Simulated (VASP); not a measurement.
Crystal: ZnS.

```xyz
4
Lattice="3.8458 0.0000 0.0000 -1.9229 3.3305 0.0000 0.0000 0.0000 6.3040" Properties=species:S:1:pos:R:3 pbc="T T T"
Zn    0.0000    2.2204    0.0328
Zn    1.9229    1.1102    3.1848
S     0.0000    2.2204    2.3943
S     1.9229    1.1102    5.5463
```

```yaml
Program: VASP 6.6.1
Task: relaxation of cell and atoms
Functional: LDA
Potentials_or_basis: VASP PAW LDA potentials, release 64 (Zn, S)
Cutoff: 600 eV
k_mesh: 12 × 12 × 4
Occupations: fermi-dirac, width 0.02 eV
Spin: no spin polarisation
```

At the start: pressure -5.8 GPa; volume 20.19 Å³/atom.

**Question.** Where does the relaxation end?

**Answer.** Over 10 steps the energy falls by 29.8 meV/atom and the volume is 18.64 Å³/atom (-7.6 %); space group P6_3mc (No. 186, to 0.1 Å) before and after.

Step by step:
```csv
step,energy change (eV),largest force (eV/Å),pressure (GPa),volume (Å³)
1,0.0000,0.0052,-5.78,80.75
2,-0.1033,0.0256,2.48,72.54
3,-0.1189,0.0163,-0.04,74.57
4,-0.1189,0.0169,0.11,74.45
5,-0.1190,0.0108,0.00,74.58
6,-0.1190,0.0091,-0.09,74.62
7,-0.1190,0.0099,-0.04,74.60
8,-0.1190,0.0092,-0.06,74.61
9,-0.1190,0.0060,0.04,74.58
10,-0.1190,0.0042,0.02,74.57
```

Final structure:
```cif
data_structure
_symmetry_space_group_name_H-M 'P 1'
_symmetry_Int_Tables_number 1
_cell_length_a 3.7426
_cell_length_b 3.7426
_cell_length_c 6.1473
_cell_angle_alpha 90.000
_cell_angle_beta 90.000
_cell_angle_gamma 120.000
_cell_volume 74.57
loop_
_atom_site_label
_atom_site_type_symbol
_atom_site_fract_x
_atom_site_fract_y
_atom_site_fract_z
_atom_site_occupancy
Zn1 Zn 0.33333 0.66667 0.00550 1
Zn2 Zn 0.66667 0.33333 0.50550 1
S1 S 0.33333 0.66667 0.37950 1
S2 S 0.66667 0.33333 0.87950 1
```
